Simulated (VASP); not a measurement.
A run of VASP 6.6.1:

POSCAR

```
C
1.0
    0.0000000000      1.7388150000      1.7388150000
    1.7834000000     -0.0445850000      1.7834000000
    1.7834000000      1.7834000000     -0.0445850000
C
2
Direct
    0.5000000000      0.5000000000      0.5000000000
    0.7500000000      0.7500000000      0.7500000000
```

INCAR.step1

```
SYSTEM = C
ALGO = Normal ; EDIFF = 1E-4
ENCUT = 520 ; GGA = PE
ISMEAR = 0 ; LASPH = .TRUE.
LCHARG = .FALSE. ; LREAL = .FALSE.
LWAVE = .TRUE. ; NBANDS = 11
NELM = 100 ; PREC = Accurate
SIGMA = 0.05
```

The input INCAR.step2:

```
SYSTEM = C
ALGO = Normal ; EDIFF = 1E-6
ENCUT = 520 ; ISIF = 2
ISMEAR = 0 ; ISTART = 1
LASPH = .TRUE. ; LCHARG = .FALSE.
LMIXTAU = .TRUE. ; LREAL = .FALSE.
LWAVE = .FALSE. ; METAGGA = R2SCAN
NBANDS = 11 ; NELM = 100
PREC = Accurate ; SIGMA = 0.05
```

File KPOINTS:

```
k-points
0
G
  12 12 12
  0 0 0
```

Potentials or basis: VASP PAW PBE potentials, release 64 (C).

The run is started by

```bash
$ cat potpaw_PBE.64/C/POTCAR > POTCAR
$ cp INCAR.step1 INCAR
$ mpirun -np 1 vasp_std > vasp.out
$ cp INCAR.step2 INCAR
$ mpirun -np 1 vasp_std > vasp.out
```

Hardware: 1 thread of Intel Xeon 8259CL, on a shared host.

Problem. Estimate the wall time of this run.

Solution. Wall time 2.7 min on 1 thread of Intel Xeon 8259CL, with other jobs on the host, peak memory 0.14 GiB. Counts: k points 280.
